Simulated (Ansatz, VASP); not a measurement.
# MoS: VASP beside Ansatz

POSCAR

```
MoS
1.0
    0.0000000000      2.6776536121      2.6776536121
    2.6776536121      0.0000000000      2.6776536121
    2.6776536121      2.6776536121      0.0000000000
Mo S
1 1
Direct
    0.0224076780     -0.0224076780      0.0224076780
    0.2500000000      0.2500000000      0.2500000000
```

The input INCAR.step1:

```
ALGO     = Normal         # electronic algorithm
EDIFF    = 1E-4           # SCF threshold, eV
ENCUT    = 520            # plane-wave cutoff, eV
GGA      = PE             # functional
ISMEAR   = 0              # smearing method
ISPIN    = 2              # spin polarisation
LASPH    = True           # aspherical terms in the spheres
LCHARG   = False          # write CHGCAR
LMAXMIX  = 4              # l up to which the mixer works
LREAL    = False          # projectors in reciprocal space
LWAVE    = True           # write WAVECAR
MAGMOM   = 0.9 0          # initial moments
NBANDS   = 21             # bands
NELM     = 150            # most SCF steps
PREC     = Accurate       # precision mode
SIGMA    = 0.05           # smearing width, eV
```

The input INCAR.step2:

```
ALGO     = Normal         # electronic algorithm
EDIFF    = 1E-6           # SCF threshold, eV
ENCUT    = 520            # plane-wave cutoff, eV
ISIF     = 2              # what is computed and relaxed
ISMEAR   = 0              # smearing method
ISPIN    = 2              # spin polarisation
ISTART   = 1            
LASPH    = True           # aspherical terms in the spheres
LCHARG   = True           # write CHGCAR
LELF     = True           # ELF
LMAXMIX  = 4              # l up to which the mixer works
LMIXTAU  = True         
LORBIT   = 11             # projections on sites
LREAL    = False          # projectors in reciprocal space
LVHAR    = True         
LWAVE    = False          # write WAVECAR
MAGMOM   = 0.9 0          # initial moments
METAGGA  = R2SCAN         # meta-GGA
NBANDS   = 21             # bands
NELM     = 150            # most SCF steps
PREC     = Accurate       # precision mode
SIGMA    = 0.05           # smearing width, eV
```

File KPOINTS:

```
k-points
0
Gamma
  12 12 12
```

Input for Ansatz:

```yaml
crystal:
  lattice:
    - [0.0, 2.6776536121, 2.6776536121]
    - [2.6776536121, 0.0, 2.6776536121]
    - [2.6776536121, 2.6776536121, 0.0]
  atoms:
    - { symbol: Mo, position: [0.022407678, -0.022407678, 0.022407678], spin: 0.9 }
    - { symbol: S, position: [0.25, 0.25, 0.25] }
basis:
  ecutwfc: 500
  ecutrho_ratio: 4
kpoints:
  mp_grid: { grid: [12, 12, 12] }
hamiltonian:
  xc: r2scan
scf:
  occupations: { method: gaussian, width: 0.05 }
output:
  forces: true
  stress: true
  eigenvalues: true
  populations: true
  write_density: true
  write_potential: true
  elf: true
  volumetric_format: npy
magnetization:
  spin_polarized: true
checkpoint:
  read: start.run
  write: ck
  compress: false
  write_wavefunctions: false
  write_every: 100000
```

Alike in both runs: task single point; functional r2SCAN; k mesh 12 × 12 × 12; occupations gaussian, width 0.05 eV; collinear spin.

|  | VASP | Ansatz |
| --- | --- | --- |
| version | VASP 6.6.1 | Ansatz 0.2.0 |
| potentials or method | VASP PAW PBE potentials, release 64 (Mo_sv, S), cutoff 520 eV | scalar-relativistic, plane waves, PAW |
| valence electrons in the cell | 20 | 20 |

```tsv
	VASP	Ansatz	Ansatz less VASP
gap on the k mesh at the Fermi level (eV)	none	none	-
pressure (GPa)	-2.4	0.8	+3.15
traceless stress, the component that is largest in VASP (GPa)	8.34	8.83	+0.490
rms of the force components (eV/Å)	0.696	0.897	+0.2009
net moment per atom (μB)	0.00	0.57	+0.568
size of the moment on the site where the two differ most (μB)	0.01	0.73	+0.728
```

The net moments are unlike, so the other rows may belong to different states. VASP's potentials were made for PBE, not for r2SCAN. Site moments also hang on the region over which each program counts them. Atom by atom the forces differ by 0.201 eV/Å (rms over components). A gap of «none» marks a metal or a gap that the smearing closes. Ansatz's warnings: stability check not made.
